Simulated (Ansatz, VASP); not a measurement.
## One calculation of Pt, two programs

```
Pt
1.0
     2.76067    0.00000    0.00000
    -1.38033    2.39081    0.00000
     0.00000    0.00000    4.79213
Pt
2
Direct
  0.33333 0.66667 0.25000
  0.66667 0.33333 0.75000
```

Alike in both runs: functional HSE06; k mesh 6 × 6 × 3; occupations fermi-dirac, width 0.05 eV; no spin polarisation.

|  | VASP | Ansatz |
| --- | --- | --- |
| version | VASP 6.6.1 | Ansatz 0.2.0 |
| potentials or method | VASP PAW PBE potentials, release 64 (Pt) | Ansatz PAW |
| plane-wave cutoff (eV) | 520 | 420 |
| valence electrons in the cell | 20 | 36 |
| task | single point | band structure |

VASP gave:

| Item | Value |
| --- | --- |
| gap on the k mesh at the Fermi level (eV) | none |
| pressure (GPa) | -10.2 |
| traceless stress, the component that is largest in VASP (GPa) | 1.32 |

Q: What did Ansatz give for the same quantities?

A: gap on the k mesh at the Fermi level (eV): none; pressure (GPa): -10.5; traceless stress, the component that is largest in VASP (GPa): 1.39.

A gap of «none» marks a metal or a gap that the smearing closes. VASP's potentials hold 20 valence electrons a cell and Ansatz's 36, so a difference there can come from the potentials and not from the codes.

The k mesh is coarse, so the values compare programs but aren't converged. Neither program's run includes spin-orbit coupling.
